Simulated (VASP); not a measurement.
**C: single point with PBE**

The system is C.

```
C
1.0
     0.00000    1.78012    1.78012
     1.78012    0.00000    1.78012
     1.78012    1.78012    0.00000
C
2
Direct
  0.00000 0.00000 0.00000
  0.25000 0.25000 0.25000
```

```json
{
  "Program": "VASP 6.6.1",
  "Task": "single point",
  "Functional": "PBE",
  "Potentials or basis": "VASP PAW PBE potentials, release 64 (C)",
  "Cutoff": "520 eV",
  "k mesh": "6 × 6 × 6",
  "Occupations": "gaussian, width 0.01 eV",
  "Spin": "no spin polarisation",
  "Dipole correction": "no",
  "Further INCAR settings": "ALGO = Normal; EDIFF = 1e-06; NBANDS = 11"
}
```

```yaml
Pressure: 5.0 GPa
Band_gap_on_the_k_mesh: 4.16 eV, indirect (least direct gap 5.60 eV)
```

Levels at points of the mesh, in eV from the valence-band top:
```tsv
k point	band 1	band 2	band 3	band 4	band 5	band 6	band 7	band 8	band 9
(0.00, 0.00, 0.00)	-21.55	0.00	0.00	0.00	5.60	5.60	5.60	13.46	19.36
(0.50, 0.00, 0.00)	-15.74	-13.43	-2.81	-2.81	8.48	8.48	8.92	15.75	21.98
(0.50, 0.50, 0.00)	-12.80	-12.80	-6.33	-6.33	4.77	4.77	16.89	16.89	23.34
```

Run time: 1.9 s on 1 thread of Intel(R) Xeon(R) Platinum 8375C CPU @ 2.90GHz (Ice Lake), with other jobs on the host, peak memory 0.11 GiB.

Caveat: the k points lie up to 0.51 Å⁻¹ apart. Expect the measured gap to be larger: semilocal functionals such as PBE lack the derivative discontinuity.
